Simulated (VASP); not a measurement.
PbS, 2 atoms in the cell. It takes space group Fm-3m (No. 225, cubic). Conventional cell: a = 6.010 Å, b = 6.010 Å, c = 6.010 Å, α = 90.00°, β = 90.00°, γ = 90.00°. Within 4.0 Å of Pb (site symmetry m-3m) lie 6 S at 3.00 Å. Within 4.0 Å of S (site symmetry m-3m) lie 6 Pb at 3.00 Å. 

| Quantity | Value |
| --- | --- |
| Program | VASP 6.6.1 |
| Task | single point |
| Functional | PBE |
| Potentials or basis | VASP PAW PBE potentials, release 64 (Pb_d, S) |
| Cutoff | 520 eV |
| k mesh | 8 × 8 × 8 |
| Occupations | gaussian, width 0.02 eV |
| Spin | collinear spin |
| Starting moments | [0.5, 0.0] μB |
| Dipole correction | no |
| Further INCAR settings | ALGO = Normal; EDIFF = 1e-07; NBANDS = 21 |

Potentials or basis: VASP PAW PBE potentials, release 64 (Pb_d, S).

Launch:

```console
$ cat potpaw_PBE.64/Pb_d/POTCAR potpaw_PBE.64/S/POTCAR > POTCAR
$ mpirun -np 1 vasp_std > vasp.out
```

Hardware: 1 thread of Intel(R) Xeon(R) Platinum 8259CL CPU @ 2.50GHz (Skylake/Cascade Lake), on a shared host.

Problem. Estimate the wall time of this run.

Solution. Run time: 54 s on 1 thread of Intel(R) Xeon(R) Platinum 8259CL CPU @ 2.50GHz (Skylake/Cascade Lake) (shared host), peak memory 0.23 GiB. Counts: scf iterations 15, k points 29.
